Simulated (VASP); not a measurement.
Wanted: the native input for a VASP 6.6.1 run.

* Task: relaxation of cell and atoms
* Functional: PBE
* Potentials or basis: VASP PAW PBE potentials, release 64 (Mg, O)
* Cutoff: 600 eV
* k mesh: 8 × 8 × 8
* Occupations: gaussian, width 0.1 eV
* Spin: no spin polarisation
* Dipole correction: no
* Further INCAR settings: ALGO = Normal; EDIFF = 1e-06; IBRION = 2; EDIFFG = -0.04; NSW = 90; ISIF = 3

The structure of MgO lies in POSCAR:

```
MgO
1.0
    2.0896101000     -2.0938753700      0.0000000000
    2.0896101000      2.0938753700      0.0000000000
   -1.9800459900      0.0000000000      2.1405959000
Mg O
1 1
Direct
    0.1395230700      0.1395230700      0.3241268800
    0.3604769300      0.3604769300      0.6758731200
```

One way to write it, as run:

INCAR

```
SYSTEM = MgO
ALGO = Normal
EDIFF = 1E-6
EDIFFG = -0.04
ENCUT = 600
GGA = PE
IBRION = 2
ISIF = 3
ISMEAR = 0
LASPH = .True.
LCHARG = .False.
LREAL = .False.
LWAVE = .False.
NELM = 80
NSW = 90
PREC = Accurate
SIGMA = 0.1
```

KPOINTS

```
k-points
0
Gamma
  8 8 8
  0 0 0
```

Potentials or basis: VASP PAW PBE potentials, release 64 (Mg, O).

The run is started by

```console
$ cat potpaw_PBE.64/Mg/POTCAR potpaw_PBE.64/O/POTCAR > POTCAR
$ mpirun -np 1 vasp_std > vasp.out
```

It gave:

| Quantity | Value |
| --- | --- |
| Relaxed volume | 9.56 Å³/atom |
| Relaxed cell | a = 3.004 Å, b = 3.004 Å, c = 3.004 Å, α = 120.07°, β = 120.07°, γ = 89.96° |
| Space group after relaxing (to 0.1 Å) | Fm-3m (No. 225) |
| Pressure after relaxing | -0.1 GPa |
| Largest force after relaxing | 0.024 eV/Å |
| Band gap on the k mesh | 4.49 eV |

Wall time 7.8 min on 1 thread of Intel Xeon 8259CL, with other jobs on the host, peak memory 0.18 GiB.
